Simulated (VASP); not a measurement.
Here is a VASP 6.6.1 calculation.

POSCAR

```
TaN
1.0
    0.0000000000      2.2413805221      2.2413805221
    2.2413805221      0.0000000000      2.2413805221
    2.2413805221      2.2413805221      0.0000000000
Ta N
1 1
Direct
    0.5000000000      0.5000000000      0.5000000000
    0.0000000000      0.0000000000      0.0000000000
```

Contents of INCAR.step1:

```
PREC = Accurate
ENCUT = 660
ISMEAR = 0
SIGMA = 0.1
LREAL = False
LASPH = True
NELM = 120
NBANDS = 16
GGA = PE
ALGO = Normal
EDIFF = 1E-5
LWAVE = True
LCHARG = False
GGA_COMPAT = False
```

File INCAR.step2:

```
PREC = Accurate
ENCUT = 660
EDIFF = 1E-6
ISMEAR = 0
SIGMA = 0.1
LREAL = False
LASPH = True
NELM = 120
ALGO = Normal
ISIF = 2
LWAVE = False
LCHARG = False
METAGGA = R2SCAN
LMIXTAU = True
NBANDS = 16
ISTART = 1
GGA_COMPAT = False
```

File KPOINTS:

```
Automatic mesh
0
Gamma
  16 16 16
```

Potentials or basis: VASP PAW PBE potentials, release 64 (Ta_sv_GW, N).

Command:

```console
$ cat potpaw_PBE.64/Ta_sv_GW/POTCAR potpaw_PBE.64/N/POTCAR > POTCAR
$ cp INCAR.step1 INCAR
$ mpirun -np 1 vasp_std > vasp.out
$ cp INCAR.step2 INCAR
$ mpirun -np 1 vasp_std > vasp.out
```

Q: Predict the pressure.

A: -18.1 GPa.

Q: Estimate the band gap on the k mesh.

A: Zero (band 9 reaches 14.75 eV, above the bottom of band 10 at 10.99 eV).

Caveat: the PAW data sets were made with another functional, which shifts forces and pressure a little; spin-orbit coupling is left out, which moves the levels of the heavy elements.
